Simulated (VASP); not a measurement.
The system is BaTiO3.

```
Ba Ti O
1.0
     4.00600    0.00000    0.00000
     0.00000    4.00600    0.00000
     0.00000    0.00000    4.00600
Ba Ti O
1 1 3
Direct
  0.50000 0.50000 0.50000
  0.00000 0.00000 0.00000
  0.50000 0.00000 0.00000
  0.00000 0.50000 0.00000
  0.00000 0.00000 0.50000
```

Base run:

```yaml
Program: VASP 6.6.1
Functional: PBE
Potentials_or_basis: VASP PAW PBE potentials, release 64 (Ba_sv, Ti_sv, O)
Cutoff: 520 eV
k_mesh: 6 × 6 × 6
Occupations: methfessel-paxton, width 0.05 eV
Spin: no spin polarisation
Hubbard_terms: Ti d U = 5.0 eV
```

Its results: band gap on the k mesh 2.34 eV, indirect (least direct gap 2.54 eV); pressure 7.4 GPa.

Question: After a change of settings the same cell gave: band gap on the k mesh 1.85 eV, indirect (least direct gap 2.01 eV); pressure 4.2 GPa. Which change was it?
A. hubbard terms from Ti d U = 5.0 eV to Ti d U = 1.0 eV
B. hubbard terms from Ti d U = 5.0 eV to Ti d U = 7.0 eV
C. hubbard terms from Ti d U = 5.0 eV to Ti d U = 3.0 eV; further incar settings from ALGO = Normal; EDIFF = 1e-06; NBANDS = 28 to ALGO = Normal; EDIFF = 1e-07; NBANDS = 28

Answer: A.

Caveats: spin-orbit coupling is left out, which moves the levels of the heavy elements.
